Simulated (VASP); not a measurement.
# GaSb (F-43m) in VASP: further runs

GaSb is run at these levels: PBEsol; tasks: single point, relaxation of cell and atoms.

Program: VASP 6.6.1. These are calculated values, not measurements. Logs are shortened: lines on timing, memory, paths and dates and some standing lists are left out, and cuts for length are marked.

### Step 1. The cell of the first run

Symmetry: F-43m, No. 216, cubic system. Conventional cell: a = 6.075 Å, b = 6.075 Å, c = 6.075 Å, α = 90.00°, β = 90.00°, γ = 90.00°. Within 3.5 Å of Ga (site symmetry -43m) lie 4 Sb at 2.63 Å. Within 3.5 Å of Sb (site symmetry -43m) lie 4 Ga at 2.63 Å.

### Step 2. Single point, PBEsol

File INCAR:

```
PREC = Accurate
ENCUT = 520
EDIFF = 1E-6
ISMEAR = -1
SIGMA = 0.15
LREAL = False
LASPH = True
NELM = 100
ALGO = Normal
ISIF = 2
LWAVE = False
LCHARG = True
GGA = PS
LELF = True
LVHAR = True
NBANDS = 16
```

File KPOINTS:

```
Automatic mesh
0
Gamma
  12 12 12
```

File POSCAR:

```
GaSb
1.0
    0.0000000000      3.0374528327      3.0374528327
    3.0374528327      0.0000000000      3.0374528327
    3.0374528327      3.0374528327      0.0000000000
Ga Sb
1 1
Direct
    0.0000000000      0.0000000000      0.0000000000
    0.7500000000      0.7500000000      0.7500000000
```

Potentials or basis: VASP PAW PBE potentials, release 64 (Ga_d, Sb).

Run with:

```sh
$ cat potpaw_PBE.64/Ga_d/POTCAR potpaw_PBE.64/Sb/POTCAR > POTCAR
$ mpirun -np 1 vasp_std > vasp.out
```

OUTCAR:

```text
PREC = Accurate
   ENCUT = 520
   EDIFF = 1E-6
   ISMEAR = -1
   LREAL = False
   LASPH = True
   NELM = 100
   ISIF = 2
   GGA = PS

 ion  position               nearest neighbor table
   1  0.000  0.000  0.000-   2 2.63   2 2.63   2 2.63   2 2.63
   2  0.750  0.750  0.750-   1 2.63   1 2.63   1 2.63   1 2.63

  LATTYP: Found a face centered cubic cell.
 ALAT       =     6.0749056654

  Lattice vectors:

 A1 = (   0.0000000000,   3.0374528327,   3.0374528327)
 A2 = (   3.0374528327,   0.0000000000,   3.0374528327)
 A3 = (   3.0374528327,   3.0374528327,   0.0000000000)

Analysis of symmetry for initial positions (statically):
=====================================================================
 Subroutine PRICEL returns:
 Original cell was already a primitive cell.

 Routine SETGRP: Setting up the symmetry group for a
 face centered cubic supercell.

 Subroutine GETGRP returns: Found 24 space group operations
 (whereof 24 operations were pure point group operations)
 out of a pool of 48 trial point group operations.

The static configuration has the point symmetry T_d .

Analysis of symmetry for dynamics (positions and initial velocities):
=====================================================================
 Subroutine PRICEL returns:
 Original cell was already a primitive cell.

 Routine SETGRP: Setting up the symmetry group for a
 face centered cubic supercell.

 Subroutine GETGRP returns: Found 24 space group operations
 (whereof 24 operations were pure point group operations)
 out of a pool of 48 trial point group operations.

The dynamic configuration has the point symmetry T_d .

 Subroutine INISYM returns: Found 24 space group operations
 (whereof 24 operations are pure point group operations),
 and found     1 'primitive' translations

----------------------------------------------------------------------------------------

                                     Primitive cell

  volume of cell :      56.0478

  direct lattice vectors                    reciprocal lattice vectors
     0.000000000  3.037452833  3.037452833    -0.164611610  0.164611610  0.164611610
     3.037452833  0.000000000  3.037452833     0.164611610 -0.164611610  0.164611610
     3.037452833  3.037452833  0.000000000     0.164611610  0.164611610 -0.164611610

  length of vectors
     4.295606991  4.295606991  4.295606991     0.285115671  0.285115671  0.285115671
[... 73 lines left out ...]
   ISTART =      0    job   : 0-new  1-cont  2-samecut
   ICHARG =      2    charge: 1-file 2-atom 10-const
   ISPIN  =      1    spin polarized calculation?
   LNONCOLLINEAR =      F non collinear calculations
   LSORBIT =      F    spin-orbit coupling
   LASPH  =      T    aspherical Exc in radial PAW
   ENCUT  =  520.0 eV  38.22 Ry    6.18 a.u.   7.99  7.99  7.99*2*pi/ulx,y,z
   NELM   =    100;   NELMIN=  2; NELMDL= -5     # of ELM steps
   EDIFF  = 0.1E-05   stopping-criterion for ELM
   LREAL  =      F    real-space projection
   EDIFFG = 0.1E-04   stopping-criterion for IOM
   NSW    =      0    number of steps for IOM
   IBRION =     -1    ionic relax: 0-MD 1-quasi-New 2-CG
   NFREE  =      0    steps in history (QN), initial steepest desc. (CG)
   ISIF   =      2    stress and relaxation
   ISYM   =      2    0-nonsym 1-usesym 2-fastsym
   POTIM  = 0.5000    time-step for ionic-motion
   TEBEG  =    0.0;   TEEND  =   0.0 temperature during run
   PSTRESS=    0.0 pullay stress
   NELECT =      18.0000    total number of electrons
   NUPDOWN=      -1.0000    fix difference up-down
   EMIN   =  10.00;   EMAX   =-10.00  energy-range for DOS
   EFERMI =   0.00;   METHOD = LEGACY
   ISMEAR =    -1;   SIGMA  =   0.15  broadening in eV -4-tet -1-fermi 0-gaus
   EFERMI_NEDOS =   21; number of points for ismear=-14 and -15
   IALGO  =     38    algorithm
   IMIX   =      4    mixing-type and parameters
     AMIX     =   0.40;   BMIX     =  1.00
     AMIX_MAG =   1.60;   BMIX_MAG =  1.00
  volume/ion in A,a.u.               =      28.02       189.11
  Fermi-wavevector in a.u.,A,eV,Ry     =   1.121105  2.118580 17.100829  1.256875
  Thomas-Fermi vector in A             =   2.257756
   LORBIT       =      0    0 simple, 1 ext, 2 COOP (PROOUT), +10 PAW based schemes
   GGA     = PS    functional components
   LHFCALC =     F    Hartree Fock is set to
   AEXX    =    0.0000 exact exchange contribution
   IVDW    =     0    specifies the selected vdW correction
   LEPSILON=     F    determine dielectric tensor
   LRPA    =     F    only Hartree local field effects (RPA)
 non-spin polarized calculation
  energy-cutoff  :      520.00
  volume of cell :       56.05
 maximum number of plane-waves:      1540
   NGX = 15   NGY = 15   NGZ = 15

 number of electron      17.9999985 magnetization

 Free energy of the ion-electron system (eV)
  ---------------------------------------------------
  ext. energy  EPLUGINS =         0.00000000
  ---------------------------------------------------
  free energy    TOTEN  =        -8.15321877 eV

  energy without entropy =       -8.14708092  energy(sigma->0) =       -8.15014985

 E-fermi :   5.1549     XC(G=0):  -9.3603

 val. band max:        5.0905337508   @ k =   0.0000   0.0000   0.0000
 cond. band min:       5.3396767619   @ k =   0.5000   0.0000   0.0000
 fundamental gap:      0.2491430111
 Fermi energy:         5.1549110957

 k-point     1 :       0.0000    0.0000    0.0000
  band No.  band energies     occupation
      1     -10.0898      2.00000
      2     -10.0898      2.00000
      3     -10.0898      2.00000
      4     -10.0360      2.00000
      5     -10.0360      2.00000
      6      -6.7061      2.00000
[... 433 lines left out ...]
      3     -10.0745      2.00000
      4     -10.0378      2.00000
      5     -10.0362      2.00000
      6      -4.8221      2.00000
[... 8 lines left out ...]
     15      13.6519      0.00000
     16      14.0505      0.00000

 [... further k-points ...]
[... 5 lines left out ...]
  --------------------------------------------------------------------------------------
  -------------------------------------------------------------------------------------
  Total        0.3829118      0.3829118      0.3829118     -0.0000000      0.0000000      0.0000000
  in kB       10.9458814     10.9458814     10.9458814     -0.0000000      0.0000000      0.0000000
  external PRESSURE =      10.9458814 kB  Pullay stress =       0.0000000 kB

 VOLUME and BASIS-vectors are now :
 -----------------------------------------------------------------------------
  energy-cutoff  :      520.00
  volume of cell :       56.05
      direct lattice vectors                 reciprocal lattice vectors
     0.000000000  3.037452833  3.037452833    -0.164611610  0.164611610  0.164611610
     3.037452833  0.000000000  3.037452833     0.164611610 -0.164611610  0.164611610
     3.037452833  3.037452833  0.000000000     0.164611610  0.164611610 -0.164611610

 POSITION                                       TOTAL-FORCE (eV/Angst)
 -----------------------------------------------------------------------------------
      0.00000      0.00000      0.00000        -0.000000     -0.000000     -0.000000
      4.55618      4.55618      4.55618         0.000000      0.000000      0.000000
 -----------------------------------------------------------------------------------
    total drift:                               -0.000000     -0.000000     -0.000001

  FREE ENERGIE OF THE ION-ELECTRON SYSTEM (eV)
  ---------------------------------------------------
  free  energy   TOTEN  =        -8.1532187734 eV

  energy  without entropy=       -8.1470809191  energy(sigma->0) =       -8.15014985
```

stdout:

```text
POSCAR found type information on POSCAR GaSb
 POSCAR found :  2 types and       2 ions
 scaLAPACK will be used
 -----------------------------------------------------------------------------
|                                                                             |
|                                                                             |
|     You enforced a specific xc type in the INCAR file but a different       |
|     I HOPE YOU KNOW WHAT YOU ARE DOING!                                     |
|                                                                             |
 -----------------------------------------------------------------------------

 LDA part: xc-table for (Slater+PW92), standard interpolation
 POSCAR, INCAR and KPOINTS ok, starting setup
 FFT: planning ... GRIDC
 FFT: planning ... GRID_SOFT
 FFT: planning ... GRID
 WAVECAR not read
 entering main loop
```

Run time: 56 s. Hardware: 1 thread of Intel Xeon Platinum 8375C at 2.90GHz (Ice Lake), shared host; peak memory 0.21 GiB.

What came out:

* Free energy: -8.1532 eV
* Pressure: 1.1 GPa

Caveat: the PAW data sets were made with another functional, which shifts forces and pressure a little; spin-orbit coupling is left out, which moves the levels of the heavy elements.

### Step 3. Relaxation of cell and atoms, PBEsol, target pressure 1 GPa, at which the enthalpy is minimised

This run uses another cell than the first one, of 28.55 Å³/atom, 1.019 times its volume.

File INCAR:

```
SYSTEM = GaSb
PREC = Accurate ; ENCUT = 600
EDIFF = 1E-6 ; ISMEAR = -1
SIGMA = 0.15 ; LREAL = .FALSE.
LASPH = .TRUE. ; NELM = 100
ALGO = Normal ; ISIF = 3
LWAVE = .FALSE. ; LCHARG = .FALSE.
GGA = PS ; IBRION = 2
NSW = 80 ; EDIFFG = -0.001
PSTRESS = 10.0
```

File KPOINTS:

```
regular mesh
0
G
  12 12 12
  0 0 0
```

File POSCAR:

```
GaSb
1.0
    0.0000000000      3.0562701464      3.0562701464
    3.0562701464      0.0000000000      3.0562701464
    3.0562701464      3.0562701464      0.0000000000
Ga Sb
1 1
Direct
    0.0000000000      0.0000000000      0.0000000000
    0.7500000000      0.7500000000      0.7500000000
```

Potentials or basis: VASP PAW PBE potentials, release 64 (Ga_d, Sb).

Run with:

```sh
$ cat potpaw_PBE.64/Ga_d/POTCAR potpaw_PBE.64/Sb/POTCAR > POTCAR
$ mpirun -np 1 vasp_std > vasp.out
```

Wall time 3.1 min (1 thread of Intel Xeon Platinum 8375C at 2.90GHz (Ice Lake), shared host); peak memory 0.26 GiB.

It converged, with:

- Free energy: -8.1536 eV
- Relaxed volume: 28.05 Å³/atom
- Relaxed cell: a = 4.297 Å, b = 4.297 Å, c = 4.297 Å, α = 60.00°, β = 60.00°, γ = 60.00°
- Space group after relaxing (to 0.05 Å): F-43m (No. 216)
- Energy change on relaxing (the enthalpy is what falls): +1.7 meV/atom
- Ionic steps: 5
- Pressure after relaxing: 1.0 GPa

Step by step:
```
step  energy change (eV)  largest force (eV/Å)  pressure (GPa)  volume (Å³)
   1              0.0000                0.0000            0.07        57.10
   2              0.0061                0.0000            1.36        55.74
   3              0.0032                0.0000            0.96        56.13
   4              0.0035                0.0000            1.07        56.09
   5              0.0034                0.0000            1.00        56.11
```

Final structure:
```xyz
2
Lattice="0.0000 3.0385 3.0385 3.0385 0.0000 3.0385 3.0385 3.0385 0.0000" Properties=species:S:1:pos:R:3 pbc="T T T"
Ga    0.0000    0.0000    0.0000
Sb    4.5578    4.5578    4.5578
```

Levels at points of the mesh, in eV from the Fermi level:
| k point | band 5 | band 6 | band 7 | band 8 | band 9 | band 10 | band 11 | band 12 | band 13 |
| --- | --- | --- | --- | --- | --- | --- | --- | --- | --- |
| (0.00, 0.00, 0.00) | -15.19 | -11.85 | -0.21 | -0.21 | -0.21 | -0.07 | 2.55 | 2.55 | 2.55 |
| (0.50, 0.00, 0.00) | -15.19 | -10.17 | -6.70 | -1.40 | -1.40 | 0.18 | 3.51 | 3.51 | 6.10 |
| (0.50, 0.50, 0.00) | -15.18 | -9.31 | -7.13 | -2.87 | -2.87 | 0.61 | 0.92 | 8.59 | 8.59 |

Caveat: the cell is relaxed towards a set pressure, so the enthalpy falls and the energy may rise; the PAW data sets were made with another functional, which shifts forces and pressure a little; spin-orbit coupling is left out, which moves the levels of the heavy elements.

### Step 4. Relaxation of cell and atoms, PBEsol, target pressure 1 GPa, at which the enthalpy is minimised

This run uses another cell than the first one, of 28.55 Å³/atom, 1.019 times its volume.

File INCAR:

```
ALGO = Normal ; EDIFF = 1E-6
EDIFFG = -0.001 ; ENCUT = 600
GGA = PS ; IBRION = 2
ISIF = 3 ; ISMEAR = -1
LASPH = True ; LCHARG = False
LREAL = False ; LWAVE = False
NELM = 100 ; NSW = 80
PREC = Accurate ; PSTRESS = 10.0
SIGMA = 0.15
```

File KPOINTS:

```
k-points
0
Gamma
  12 12 12
```

POSCAR is that of step 3.

Run with:

```sh
$ cat potpaw_PBE.64/Ga_d/POTCAR potpaw_PBE.64/Sb/POTCAR > POTCAR
$ mpirun -np 1 vasp_std > vasp.out
```

Wall time 2.8 min (1 thread of Intel Xeon Platinum 8375C at 2.90GHz (Ice Lake), shared host); peak memory 0.26 GiB.

Results (log left out):

```yaml
Free_energy: -8.1536 eV
Relaxed_volume: 28.05 Å³/atom
Relaxed_cell: a = 4.297 Å, b = 4.297 Å, c = 4.297 Å, α = 60.00°, β = 60.00°, γ = 60.00°
Space_group_after_relaxing_to_0.05_Å: F-43m (No. 216)
Energy_change_on_relaxing_the_enthalpy_is_what_falls: +1.7 meV/atom
Ionic_steps: 5
Pressure_after_relaxing: 1.0 GPa
```

The path:
| step | energy change (eV) | largest force (eV/Å) | pressure (GPa) | volume (Å³) |
| --- | --- | --- | --- | --- |
| 1 | 0.0000 | 0.0000 | 0.07 | 57.10 |
| 2 | 0.0061 | 0.0000 | 1.36 | 55.74 |
| 3 | 0.0032 | 0.0000 | 0.96 | 56.13 |
| 4 | 0.0035 | 0.0000 | 1.07 | 56.09 |
| 5 | 0.0034 | 0.0000 | 1.00 | 56.11 |

Final structure:
```
CELL_PARAMETERS angstrom
0.00000 3.03850 3.03850
3.03850 0.00000 3.03850
3.03850 3.03850 0.00000
ATOMIC_POSITIONS crystal
Ga 0.00000 0.00000 0.00000
Sb 0.75000 0.75000 0.75000
```

Levels at points of the mesh, in eV from the Fermi level:
```tsv
k point	band 7	band 8	band 9	band 10	band 11	band 12
(0.00, 0.00, 0.00)	-0.21	-0.21	-0.21	-0.07	2.55	2.55
(0.50, 0.00, 0.00)	-6.70	-1.40	-1.40	0.18	3.51	3.51
(0.50, 0.50, 0.00)	-7.13	-2.87	-2.87	0.61	0.92	8.59
```

Caveat: the cell is relaxed towards a set pressure, so the enthalpy falls and the energy may rise; the PAW data sets were made with another functional, which shifts forces and pressure a little; spin-orbit coupling is left out, which moves the levels of the heavy elements.

### Step 5. Single point, PBEsol (volume scaled by 0.88)

File INCAR:

```
PREC     = Accurate       # precision mode
ENCUT    = 500            # plane-wave cutoff, eV
EDIFF    = 1E-6           # SCF threshold, eV
ISMEAR   = 0              # smearing method
SIGMA    = 0.1            # smearing width, eV
LREAL    = False          # projectors in reciprocal space
LASPH    = True           # aspherical terms in the spheres
NELM     = 120            # most SCF steps
ALGO     = Normal         # electronic algorithm
ISIF     = 2              # what is computed and relaxed
LWAVE    = False          # write WAVECAR
LCHARG   = False          # write CHGCAR
GGA      = PS             # functional
NBANDS   = 16             # bands
GGA_COMPAT= False
```

File KPOINTS:

```
regular mesh
0
Gamma
  12 12 12
```

File POSCAR:

```
GaSb
1.0
    0.0000000000      2.9281461786      2.9281461786
    2.9281461786      0.0000000000      2.9281461786
    2.9281461786      2.9281461786      0.0000000000
Ga Sb
1 1
Direct
    0.0000000000      0.0000000000      0.0000000000
    0.2500000000      0.2500000000      0.2500000000
```

Run with:

```sh
$ cat potpaw_PBE.64/Ga_d/POTCAR potpaw_PBE.64/Sb/POTCAR > POTCAR
$ mpirun -np 1 vasp_std > vasp.out
```

Wall time 50 s (1 thread of Intel Xeon Platinum 8259CL at 2.50GHz (Skylake/Cascade Lake), shared host); peak memory 0.21 GiB.

It converged, with:

```
Free energy            : -7.9805 eV
Pressure               : 9.1 GPa
Band gap on the k mesh : 0.58 eV, indirect (least direct gap 0.97 eV)
```

Levels at points of the mesh, in eV from the valence-band top:
```csv
k point,band 5,band 6,band 7,band 8,band 9,band 10,band 11,band 12,band 13,band 14
"(0.00, 0.00, 0.00)",-15.24,-12.50,0.00,0.00,0.00,0.97,2.70,2.70,2.70,5.73
"(0.50, 0.00, 0.00)",-15.24,-10.51,-7.12,-1.39,-1.39,0.64,3.69,3.69,6.18,10.02
"(0.50, 0.50, 0.00)",-15.24,-9.47,-7.49,-3.09,-3.09,0.65,0.88,9.54,9.54,11.16
```

Caveat: the cell differs from its parent crystal (volume scaled by 0.88); the PAW data sets were made with another functional, which shifts forces and pressure a little; spin-orbit coupling is left out, which moves the levels of the heavy elements.

### Step 6. Single point, PBEsol (volume scaled by 0.91)

File INCAR:

```
ALGO = Normal ; EDIFF = 1E-6
ENCUT = 500 ; GGA = PS
GGA_COMPAT = F ; ISIF = 2
ISMEAR = 0 ; LASPH = T
LCHARG = F ; LREAL = F
LWAVE = F ; NBANDS = 16
NELM = 120 ; PREC = Accurate
SIGMA = 0.1
```

File KPOINTS:

```
k-points
0
Gamma
  12 12 12
```

File POSCAR:

```
GaSb
1.0
    0.0000000000      2.9610494515      2.9610494515
    2.9610494515      0.0000000000      2.9610494515
    2.9610494515      2.9610494515      0.0000000000
Ga Sb
1 1
Direct
    0.0000000000      0.0000000000      0.0000000000
    0.2500000000      0.2500000000      0.2500000000
```

Potentials or basis: VASP PAW PBE potentials, release 64 (Ga_d, Sb).

Run with:

```sh
$ cat potpaw_PBE.64/Ga_d/POTCAR potpaw_PBE.64/Sb/POTCAR > POTCAR
$ mpirun -np 1 vasp_std > vasp.out
```

Wall time 38 s (1 thread of Intel Xeon Platinum 8259CL at 2.50GHz (Skylake/Cascade Lake), shared host); peak memory 0.21 GiB.

Results (log left out):

```yaml
Free_energy: -8.0621 eV
Pressure: 6.2 GPa
Band_gap_on_the_k_mesh: 0.56 eV, indirect (least direct gap 0.71 eV)
```

Levels at points of the mesh, in eV from the valence-band top:
```
           k point  band 7  band 8  band 9  band 10  band 11  band 12
(0.00, 0.00, 0.00)    0.00    0.00    0.00     0.71     2.72     2.72
(0.50, 0.00, 0.00)   -6.92   -1.33   -1.33     0.56     3.70     3.70
(0.50, 0.50, 0.00)   -7.31   -2.95   -2.95     0.71     0.96     9.32
```

Caveat: the cell differs from its parent crystal (volume scaled by 0.91); the PAW data sets were made with another functional, which shifts forces and pressure a little; spin-orbit coupling is left out, which moves the levels of the heavy elements. A k mesh can miss the band edges.

### Step 7. Overview

| task | cell | cutoff (eV) | smearing | gap on the mesh (eV) | pressure (GPa) |
| --- | --- | --- | --- | --- | --- |
| single point | a = 4.296 Å, angles 60.0°, 2 atoms | 520 | fermi-dirac 0.15 eV | - | 1.1 |
| relaxation of cell and atoms | relaxed to 1 GPa from a = 4.322 Å, angles 60.0°, 2 atoms | 600 | fermi-dirac 0.15 eV | - | 1.0 |
| single point | a = 4.141 Å, angles 60.0°, 2 atoms | 500 | gaussian 0.1 eV | 0.58 | 9.1 |
| single point | a = 4.188 Å, angles 60.0°, 2 atoms | 500 | gaussian 0.1 eV | 0.56 | 6.2 |

Alike in all rows: level PBEsol; potentials or basis VASP PAW PBE potentials, release 64 (Ga_d, Sb); no spin polarisation; k mesh 12 × 12 × 12.

Caveats: the PAW data sets were made with another functional, which shifts forces and pressure a little; spin-orbit coupling is left out, which moves the levels of the heavy elements; the cell is relaxed towards a set pressure, so the enthalpy falls and the energy may rise (some runs).

Absolute energies hang on the potentials; compare differences alone.
